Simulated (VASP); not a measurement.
BaHfO3: single point with PBE

Crystal: BaHfO3.

```
Ba Hf O
1.0
     4.17706    0.00000    0.00000
     0.00000    4.17706    0.00000
     0.00000    0.00000    4.17706
Ba Hf O
1 1 3
Direct
  0.00000 0.00000 0.00000
  0.50000 0.50000 0.50000
  0.50000 0.50000 0.00000
  0.50000 0.00000 0.50000
  0.00000 0.50000 0.50000
```

```yaml
Program: VASP 6.6.1
Task: single point
Functional: PBE
Potentials_or_basis: VASP PAW PBE potentials, release 64 (Ba_sv, Hf_pv, O)
Cutoff: 520 eV
k_mesh: 6 × 6 × 6
Occupations: fermi-dirac, width 0.02 eV
Spin: no spin polarisation
```

| Quantity | Value |
| --- | --- |
| Pressure | 2.8 GPa |
| Band gap on the k mesh | 3.58 eV (least direct gap 3.80 eV) |

Levels at points of the mesh, in eV from the valence-band top:
```csv
k point,band 17,band 18,band 19,band 20,band 21,band 22
"(0.00, 0.00, 0.00)",-0.22,-0.22,-0.22,3.58,3.58,3.58
"(0.50, 0.00, 0.00)",-1.68,-0.53,-0.53,4.14,6.34,6.34
"(0.50, 0.50, 0.00)",-0.92,-0.92,-0.08,6.24,6.24,6.58
"(0.50, 0.50, 0.50)",0.00,0.00,0.00,6.02,6.02,6.02
```

It took 46 s on 1 thread of Intel Xeon 8259CL (shared host), peak memory 0.2 GiB.

Caveat: spin-orbit coupling is left out, which moves the levels of the heavy elements. A k mesh can miss the band edges.
